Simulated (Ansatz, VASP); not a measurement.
## Si3N4: VASP beside Ansatz

INCAR

```
SYSTEM = Si3N4
  PREC = Accurate
  ENCUT = 520
  EDIFF = 1E-8
  ISMEAR = -1
  SIGMA = 0.02
  LREAL = .False.
  LASPH = .True.
  NELM = 100
  ALGO = Normal
  ISIF = 2
  LWAVE = .False.
  LCHARG = .False.
  LEFG = .True.
  NBANDS = 45
```

The input KPOINTS:

```
Automatic mesh
0
Gamma
  4 4 10
  0 0 0
```

Contents of POSCAR:

```
Si3N4
1.0
    7.6045444358      0.0000000000      0.0000000000
   -3.8022722179      6.5857286656      0.0000000000
    0.0000000000      0.0000000000      2.9051990800
Si N
6 8
Direct
    0.2310824300      0.8249461500      0.7500000000
    0.4061362800      0.2310824300      0.2500000000
    0.8249461500      0.5938637200      0.2500000000
    0.1750538500      0.4061362800      0.7500000000
    0.5938637200      0.7689175700      0.7500000000
    0.7689175700      0.1750538500      0.2500000000
    0.3333333333      0.6666666667      0.7500000000
    0.6666666667      0.3333333333      0.2500000000
    0.9691944900      0.6698534000      0.7500000000
    0.2993410900      0.9691944900      0.2500000000
    0.6698534000      0.7006589100      0.2500000000
    0.3301466000      0.2993410900      0.7500000000
    0.0308055100      0.3301466000      0.2500000000
    0.7006589100      0.0308055100      0.7500000000
```

Input for Ansatz:

```yaml
crystal:
  lattice:
    - [7.6045444358, 0.0, 0.0]
    - [-3.8022722179, 6.5857286656, 0.0]
    - [0.0, 0.0, 2.90519908]
  atoms:
    - { symbol: Si, position: [0.23108243, 0.82494615, 0.75] }
    - { symbol: Si, position: [0.40613628, 0.23108243, 0.25] }
    - { symbol: Si, position: [0.82494615, 0.59386372, 0.25] }
    - { symbol: Si, position: [0.17505385, 0.40613628, 0.75] }
    - { symbol: Si, position: [0.59386372, 0.76891757, 0.75] }
    - { symbol: Si, position: [0.76891757, 0.17505385, 0.25] }
    - { symbol: "N", position: [0.3333333333, 0.6666666667, 0.75] }
    - { symbol: "N", position: [0.6666666667, 0.3333333333, 0.25] }
    - { symbol: "N", position: [0.96919449, 0.6698534, 0.75] }
    - { symbol: "N", position: [0.29934109, 0.96919449, 0.25] }
    - { symbol: "N", position: [0.6698534, 0.70065891, 0.25] }
    - { symbol: "N", position: [0.3301466, 0.29934109, 0.75] }
    - { symbol: "N", position: [0.03080551, 0.3301466, 0.25] }
    - { symbol: "N", position: [0.70065891, 0.03080551, 0.75] }
kpoints:
  mp_grid: { grid: [4, 4, 10] }
scf:
  occupations: { method: fermi_dirac, width: 0.02 }
hamiltonian:
  xc: lda
  pseudopotentials: { kind: paw, frozen_core: stored }
output:
  forces: true
  stress: true
  populations: true
  efg: { quadrupole_moments_barn: { "N": 0.02044 } }
```

Alike in both runs: task electric field gradients; functional LDA; k mesh 4 × 4 × 10; occupations fermi-dirac, width 0.02 eV; no spin polarisation.

|  | VASP | Ansatz |
| --- | --- | --- |
| version | VASP 6.6.1 | Ansatz 0.2.0 |
| potentials or method | VASP PAW LDA potentials, release 64 (Si, N) | plane-wave PAW, scalar-relativistic |
| plane-wave cutoff (eV) | 520 | 420 |
| valence electrons in the cell | 64 | 64 |

```tsv
	VASP	Ansatz	Ansatz less VASP
gap on the k mesh at the Fermi level (eV)	4.15	4.18	+0.028
pressure (GPa)	-2.7	-2.5	+0.24
traceless stress, the component that is largest in VASP (GPa)	-0.31	-0.27	+0.045
rms of the force components (eV/Å)	0.014	0.016	+0.0014
size of Vzz on the site where it differs most (V/Å²)	44.0	48.9	+4.87
```

Ansatz warns that its potentials were made for another functional, while VASP's fit it. LDA's correlation is that of Perdew and Zunger in VASP and of Perdew and Wang (1992) in Ansatz. Atom by atom the forces differ by 0.002 eV/Å (rms over components).
